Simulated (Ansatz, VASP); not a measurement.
## Two plane-wave programs on Mo

INCAR

```
SYSTEM = Mo
PREC     = Accurate       ! precision mode
ENCUT    = 520            ! plane-wave cutoff, eV
EDIFF    = 1E-6           ! SCF threshold, eV
ISMEAR   = -1             ! smearing method
SIGMA    = 0.1            ! smearing width, eV
LREAL    = .FALSE.        ! projectors in reciprocal space
LASPH    = .TRUE.         ! aspherical terms in the spheres
NELM     = 60             ! most SCF steps
ALGO     = Normal         ! electronic algorithm
ISIF     = 2              ! what is computed and relaxed
LWAVE    = .FALSE.        ! write WAVECAR
LCHARG   = .FALSE.        ! write CHGCAR
GGA      = PS             ! functional
NBANDS   = 36             ! bands
```

File KPOINTS:

```
Automatic mesh
0
G
  15 15 4
  0 0 0
```

File POSCAR:

```
Mo
1.0
    2.7117404323      0.0000000000      0.0000000000
   -1.3558702161      2.3484361028      0.0000000000
    0.0000000000      0.0000000000      9.3916130419
Mo
4
Direct
    1.0000000000      0.0000000000      0.0000000000
    1.0000000000      0.0000000000      0.5000000000
    0.3333333333      0.6666666667      0.2500000000
    0.6666666667      0.3333333333      0.7500000000
```

Input for Ansatz:

```yaml
crystal:
  lattice:
    - [2.7117404323, 0.0, 0.0]
    - [-1.3558702161, 2.3484361028, 0.0]
    - [0.0, 0.0, 9.3916130419]
  atoms:
    - { symbol: Mo, position: [1.0, 0.0, 0.0] }
    - { symbol: Mo, position: [1.0, 0.0, 0.5] }
    - { symbol: Mo, position: [0.3333333333, 0.6666666667, 0.25] }
    - { symbol: Mo, position: [0.6666666667, 0.3333333333, 0.75] }
hamiltonian:
  xc: pbesol
  pseudopotentials:
    kind: paw
    azcp:
      Mo: "pseudopotentials/Mo.paw.azcp"
basis:
  ecutwfc: 420
  fft_grid_basis: typed
kpoints:
  mp_grid: { grid: [15, 15, 4], shift: [0, 0, 0] }
magnetization:
  spin_polarized: false
scf:
  occupations: { method: fermi_dirac, width: 0.1 }
  lower_state_search: "off"
output:
  stress: true
```

Alike in both runs: task single point; functional PBEsol; k mesh 15 × 15 × 4; occupations fermi-dirac, width 0.1 eV; no spin polarisation.

|  | VASP | Ansatz |
| --- | --- | --- |
| version | VASP 6.6.1 | Ansatz 0.2.0 |
| potentials or method | VASP PAW PBE potentials, release 64 (Mo_sv), cutoff 520 eV | plane waves (420 eV) with PAW, scalar-relativistic |
| valence electrons in the cell | 56 | 56 |

|  | VASP | Ansatz | Ansatz less VASP |
| --- | --- | --- | --- |
| pressure (GPa) | 12.0 | 11.4 | -0.60 |
| traceless stress, the component that is largest in VASP (GPa) | -1.24 | -1.17 | +0.070 |

VASP's potentials were made for PBE, not for PBEsol, and Ansatz warns of the same on its side.
